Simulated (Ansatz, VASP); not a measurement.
**One calculation of Ir, two programs**

```xyz
2
Lattice="0.0000 2.8217 2.8217 2.8217 0.0000 2.8217 2.8217 2.8217 0.0000" Properties=species:S:1:pos:R:3 pbc="T T T"
Ir    0.7054    0.7054    0.7054
Ir    4.9380    4.9380    4.9380
```

Alike in both runs: task single point; functional PBE; k mesh 11 × 11 × 11; occupations fermi-dirac, width 0.1 eV; no spin polarisation.

```csv
,VASP,Ansatz
version,VASP 6.6.1,Ansatz 0.2.0
potentials or method,"VASP PAW PBE potentials, release 64 (Ir), cutoff 520 eV","plane waves (420 eV) with PAW, scalar-relativistic"
valence electrons in the cell,18,34
```

VASP gave:

* pressure (GPa): -6.8

Estimate Ansatz's values.

pressure (GPa): -6.6.

VASP's potentials hold 18 valence electrons a cell and Ansatz's 34, so a difference there can come from the potentials and not from the codes.

Spin-orbit coupling is off throughout.
